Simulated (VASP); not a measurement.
A run of VASP 6.6.1:

File INCAR:

```
ALGO = Normal
EDIFF = 1E-7
EDIFFG = -0.005
ENCUT = 600
GGA = PE
IBRION = 2
ISIF = 3
ISMEAR = -1
LASPH = T
LCHARG = F
LREAL = F
LWAVE = F
NELM = 60
NSW = 80
PREC = Accurate
SIGMA = 0.02
```

File KPOINTS:

```
k-points
0
Gamma
  6 6 4
```

The input POSCAR:

```
PbS
1.0
    4.0620704901      0.0000000000      0.0000000000
   -2.0310352451      3.5178562364      0.0000000000
    0.0000000000      0.0000000000      6.6333611104
Pb S
2 2
Direct
    0.3333333333      0.6666666667      0.0000000000
    0.6666666667      0.3333333333      0.5000000000
    0.3333333333      0.6666666667      0.3750000000
    0.6666666667      0.3333333333      0.8750000000
```

Potentials or basis: VASP PAW PBE potentials, release 64 (Pb_d, S).

The run is started by

```console
$ cat potpaw_PBE.64/Pb_d/POTCAR potpaw_PBE.64/S/POTCAR > POTCAR
$ mpirun -np 1 vasp_std > vasp.out
```

Hardware: 1 thread of AMD EPYC 7R43 64-Core Processor (Zen 3), on a shared host.

**Question.** Estimate the wall time of this run.

**Answer.** It took 31 min on 1 thread of AMD EPYC 7R43 64-Core Processor (Zen 3), with other jobs on the host, peak memory 0.22 GiB. Counts: scf iterations 465, k points 21, ion steps 51.
